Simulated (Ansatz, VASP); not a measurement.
NaBe2 in VASP and in Ansatz

```
CELL_PARAMETERS angstrom
5.13924 -2.21175 0.00000
5.13924 2.21175 0.00000
0.00000 0.00000 3.80357
ATOMIC_POSITIONS crystal
Na 0.74601 0.25399 0.75000
Na 0.25399 0.74601 0.25000
Be 0.88357 0.63382 0.75000
Be 0.11643 0.36618 0.25000
Be 0.63382 0.88357 0.25000
Be 0.36618 0.11643 0.75000
```

Change from the starting cell: the structure that the rattled rutile type (P4_2/mnm, No. 136) fell into.

Alike in both runs: functional PBE; k mesh 10 × 10 × 10; occupations gaussian, width 0.1 eV; no spin polarisation.

Ansatz relaxed the structure, and its values are those at the end. VASP's run is a single point on that final structure, the one shown.

```csv
,VASP,Ansatz
version,VASP 6.6.1,Ansatz 0.2.0
potentials or method,"VASP PAW PBE potentials, release 64 (Na_pv, Be), cutoff 520 eV","scalar-relativistic, plane waves, PAW"
valence electrons in the cell,22,26
```

```tsv
	VASP	Ansatz	Ansatz less VASP
gap on the k mesh at the Fermi level (eV)	none	none	-
pressure (GPa)	0.1	0.0	-0.09
```

A gap of «none» marks a metal or a gap that the smearing closes. The functional is the same, so the differences come from potentials, cutoffs and numerics. VASP's potentials hold 22 valence electrons a cell and Ansatz's 26, so a difference there can come from the potentials and not from the codes.
